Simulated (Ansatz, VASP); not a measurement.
Sn3As2: VASP beside Ansatz

```
Sn As
1.0
     2.09350    1.20868    8.32046
    -2.09350    1.20868    8.32046
     0.00000   -2.41737    8.32046
Sn As
3 2
Direct
  0.70065 0.70065 0.70065
  0.29935 0.29935 0.29935
  0.50000 0.50000 0.50000
  0.59767 0.59767 0.59767
  0.40233 0.40233 0.40233
```

Alike in both runs: task single point; functional PBE; k mesh 6 × 6 × 6; occupations gaussian, width 0.1 eV; no spin polarisation.

```csv
,VASP,Ansatz
version,VASP 6.6.1,Ansatz 0.2.0
potentials or method,"VASP PAW PBE potentials, release 64 (Sn_d, As), cutoff 520 eV","scalar-relativistic, plane waves, PAW"
valence electrons in the cell,52,72
```

Ansatz gave:

```
gap on the k mesh at the Fermi level (eV)                     : none
pressure (GPa)                                                : 26.4
traceless stress, the component that is largest in VASP (GPa) : 14.75
rms of the force components (eV/Å)                            : 0.917
```

Which values does VASP return?

gap on the k mesh at the Fermi level (eV): none; pressure (GPa): 26.5; traceless stress, the component that is largest in VASP (GPa): 14.77; rms of the force components (eV/Å): 0.922.

Atom by atom the forces differ by 0.010 eV/Å (rms over components). A gap of «none» marks a metal or a gap that the smearing closes. With one functional, cell and mesh, what is left measures potentials, basis and numerics. VASP's potentials hold 52 valence electrons a cell and Ansatz's 72, so a difference there can come from the potentials and not from the codes.
